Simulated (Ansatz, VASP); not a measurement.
# Yb in VASP and in Ansatz

INCAR

```
  PREC = Accurate
  ENCUT = 520
  EDIFF = 1E-6
  ISMEAR = 0
  SIGMA = 0.15
  LREAL = False
  LASPH = True
  NELM = 80
  ALGO = Fast
  ISIF = 2
  LWAVE = False
  LCHARG = False
  GGA = PE
  NBANDS = 18
```

The input KPOINTS:

```
regular mesh
0
Gamma
  16 16 16
```

POSCAR

```
Yb
1.0
    0.0000000000      2.9300998539      2.3241552041
    2.9300998539      0.0000000000      2.3241552041
    2.9300998539      2.9300998539      0.0000000000
Yb
1
Direct
    0.0000000000      0.0000000000      0.0000000000
```

Input for Ansatz:

```yaml
crystal:
  lattice:
    - [0.0, 2.9300998539, 2.3241552041]
    - [2.9300998539, 0.0, 2.3241552041]
    - [2.9300998539, 2.9300998539, 0.0]
  atoms:
    - { symbol: Yb, position: [0.0, 0.0, 0.0] }
basis:
  ecutwfc: 420
kpoints:
  mp_grid: { grid: [16, 16, 16] }
hamiltonian:
  xc: pbe
scf:
  occupations: { method: gaussian, width: 0.15 }
output:
  forces: true
  stress: true
  eigenvalues: true
```

Alike in both runs: task single point; functional PBE; k mesh 16 × 16 × 16; occupations gaussian, width 0.15 eV; no spin polarisation.

|  | VASP | Ansatz |
| --- | --- | --- |
| version | VASP 6.6.1 | Ansatz 0.2.0 |
| potentials or method | VASP PAW PBE potentials, release 64 (Yb), cutoff 520 eV | scalar-relativistic, plane waves, PAW |
| valence electrons in the cell | 24 | 24 |

Ansatz gave:

* gap on the k mesh at the Fermi level (eV): none
* pressure (GPa): -2.1
* traceless stress, the component that is largest in VASP (GPa): -0.06

Task: What did VASP give for the same quantities?

Result: gap on the k mesh at the Fermi level (eV): none; pressure (GPa): -4.8; traceless stress, the component that is largest in VASP (GPa): -0.07.

A gap of «none» marks a metal or a gap that the smearing closes.

Spin-orbit coupling is off throughout.
